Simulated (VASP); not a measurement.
Set up this calculation in VASP 6.6.1, as the native input.

```yaml
Task: relaxation of cell and atoms
Functional: PBE
Potentials_or_basis: VASP PAW PBE potentials, release 64 (Rh_pv)
Cutoff: 600 eV
k_mesh: 17 × 17 × 10
Occupations: fermi-dirac, width 0.05 eV
Spin: no spin polarisation
Dipole_correction: no
Further_INCAR_settings: ALGO = Normal; EDIFF = 1e-06; IBRION = 2; EDIFFG = -0.005; NSW = 45; ISIF = 3
```

The structure of Rh lies in POSCAR:

```
Rh
1.0
    2.7240324561      0.0000000000      0.0000000000
   -1.3620162280      2.3590813078      0.0000000000
    0.0000000000      0.0000000000      4.3891632382
Rh
2
Direct
    0.3333333333      0.6666666667      0.2500000000
    0.6666666667      0.3333333333      0.7500000000
```

This isn't the form of Rh at room conditions, which is fcc.

One way to write it, as run:

INCAR

```
SYSTEM = Rh
  PREC = Accurate
  ENCUT = 600
  EDIFF = 1E-6
  ISMEAR = -1
  SIGMA = 0.05
  LREAL = .False.
  LASPH = .True.
  NELM = 100
  ALGO = Normal
  ISIF = 3
  LWAVE = .False.
  LCHARG = .False.
  GGA = PE
  IBRION = 2
  NSW = 45
  EDIFFG = -0.005
```

KPOINTS

```
Automatic mesh
0
Gamma
  17 17 10
  0 0 0
```

Potentials or basis: VASP PAW PBE potentials, release 64 (Rh_pv).

Command:

```bash
$ cat potpaw_PBE.64/Rh_pv/POTCAR > POTCAR
$ mpirun -np 1 vasp_std > vasp.out
```

Results of the run:

The relaxed volume is 14.10 Å³/atom and the relaxed cell is a = 2.724 Å, b = 2.724 Å, c = 4.389 Å, α = 90.00°, β = 90.00°, γ = 120.00°. The space group after relaxing (to 0.1 Å) is P6_3/mmc (No. 194), the energy gained by relaxing is 0.0 meV/atom and the ionic steps are 3. The pressure after relaxing is 0.0 GPa. The band gap on the k mesh is zero (bands 15 and 16 overlap by 2.31 eV).

It took 120 s on 1 thread of Intel Xeon 8259CL, on a shared host, peak memory 0.21 GiB.
